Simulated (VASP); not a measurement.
Input of a VASP 6.6.1 run:

The input INCAR:

```
SYSTEM = BiS
PREC = Accurate
ENCUT = 520
EDIFF = 1E-6
ISMEAR = 0
SIGMA = 0.05
LREAL = .False.
LASPH = .True.
NELM = 80
ALGO = Normal
ISIF = 2
LWAVE = .False.
LCHARG = .True.
GGA = PE
LELF = .True.
LVHAR = .True.
NBANDS = 18
```

Contents of KPOINTS:

```
Automatic mesh
0
Gamma
  10 10 10
  0 0 0
```

POSCAR

```
BiS
1.0
    3.6269355415      0.0000000000      0.0000000000
    0.0000000000      3.6269355415      0.0000000000
    0.0000000000      0.0000000000      3.6269355415
Bi S
1 1
Direct
    0.0000000000      0.0000000000      0.0000000000
    0.5000000000      0.5000000000      0.5000000000
```

Potentials or basis: VASP PAW PBE potentials, release 64 (Bi_d, S).

Launch:

```console
$ cat potpaw_PBE.64/Bi_d/POTCAR potpaw_PBE.64/S/POTCAR > POTCAR
$ mpirun -np 1 vasp_std > vasp.out
```

Estimate the pressure.

-2.7 GPa.
